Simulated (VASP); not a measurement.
Runs of VASP 6.6.1 on Si. The structure is that of space group I4/mmm (No. 139), or close to it. The cells are those of the table. 

```tsv
cell	gap on the mesh (eV)	pressure (GPa)	largest force (eV/Å)
a = 5.213 Å, angles 98.2, 98.2, 135.5°, 4 atoms	0.67	-4.4	0.11
a = 4.941 Å, angles 98.2, 98.2, 135.5°, 4 atoms	0.16	10.0	0.12
a = 5.081 Å, angles 98.2, 98.2, 135.5°, 4 atoms	0.44	1.3	0.01
a = 5.012 Å, angles 98.2, 98.2, 135.5°, 4 atoms	0.31	5.2	0.05
a = 4.869 Å, angles 98.2, 98.2, 135.5°, 4 atoms	none	15.8	0.19
a = 5.147 Å, angles 98.2, 98.2, 135.5°, 4 atoms	0.56	(a)	0.06
a = 5.276 Å, angles 98.2, 98.2, 135.5°, 4 atoms	0.67	-6.5	(b)
```

Alike in all rows: task single point; level PBE; potentials or basis VASP PAW PBE potentials, release 64 (Si); no spin polarisation; k mesh 7 × 7 × 7; cutoff (eV) 520; smearing fermi-dirac 0.1 eV.

Fill in the values left out.

(a) -1.9; (b) 0.15.

A k mesh can miss the band edges.

A gap of «none» marks levels without a gap at the run's occupations.
